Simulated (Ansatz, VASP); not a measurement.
# BP in VASP and in Ansatz

Contents of POSCAR:

```
BP
1.0
    3.2032918141      0.0000000000      0.0000000000
   -1.6016459071      2.7741320867      0.0000000000
    0.0000000000      0.0000000000      8.3566554388
B P
2 2
Direct
    0.3333333333      0.6666666667      0.2500000000
    0.6666666667      0.3333333333      0.7500000000
    0.3333333333      0.6666666667      0.7500000000
    0.6666666667      0.3333333333      0.2500000000
```

INCAR.step1

```
PREC = Accurate ; ENCUT = 600
ISMEAR = 0 ; SIGMA = 0.02
LREAL = False ; LASPH = True
NELM = 80 ; GGA = PE
ALGO = Normal ; EDIFF = 1E-4
LWAVE = True ; LCHARG = False
```

File INCAR.step2:

```
PREC = Accurate ; ENCUT = 600
EDIFF = 1E-6 ; ISMEAR = 0
SIGMA = 0.02 ; LREAL = False
LASPH = True ; NELM = 80
ALGO = Normal ; ISIF = 3
LWAVE = False ; LCHARG = False
METAGGA = R2SCAN ; LMIXTAU = True
IBRION = 2 ; NSW = 80
EDIFFG = -0.01 ; ISTART = 1
```

Contents of KPOINTS:

```
Automatic mesh
0
Gamma
  12 12 4
```

Input for Ansatz:

```yaml
crystal:
  lattice:
    - [3.2032918141, 0.0, 0.0]
    - [-1.6016459071, 2.7741320867, 0.0]
    - [0.0, 0.0, 8.3566554388]
  atoms:
    - { symbol: B, position: [0.3333333333, 0.6666666667, 0.25] }
    - { symbol: B, position: [0.6666666667, 0.3333333333, 0.75] }
    - { symbol: P, position: [0.3333333333, 0.6666666667, 0.75] }
    - { symbol: P, position: [0.6666666667, 0.3333333333, 0.25] }
basis:
  ecutwfc: 500
kpoints:
  mp_grid: { grid: [12, 12, 4] }
hamiltonian:
  xc: r2scan
scf:
  occupations: { method: gaussian, width: 0.02 }
output:
  forces: true
  stress: true
  eigenvalues: true
relax:
  adjacent_minimum: "off"
  f_tol: 0.01
  max_steps: 60
  cell: { stress_tol: 0.1 }
```

Alike in both runs: task relaxation of cell and atoms; functional r2SCAN; k mesh 12 × 12 × 4; occupations gaussian, width 0.02 eV; no spin polarisation.

|  | VASP | Ansatz |
| --- | --- | --- |
| version | VASP 6.6.1 | Ansatz 0.2.0 |
| potentials or method | VASP PAW PBE potentials, release 64 (B, P), cutoff 600 eV | scalar-relativistic, plane waves, PAW |
| valence electrons in the cell | 16 | 16 |

|  | VASP | Ansatz | Ansatz less VASP |
| --- | --- | --- | --- |
| gap on the k mesh at the Fermi level, each at its own relaxed structure (eV) | 1.07 | 1.05 | -0.015 |
| relaxed volume (Å³/atom) | 18.54 | 18.77 | +0.235 |
| relaxed length of the cell vector where the two differ most in proportion (Å) | 8.358 | 8.445 | +0.0873 |

VASP's potentials were made for PBE, not for r2SCAN.
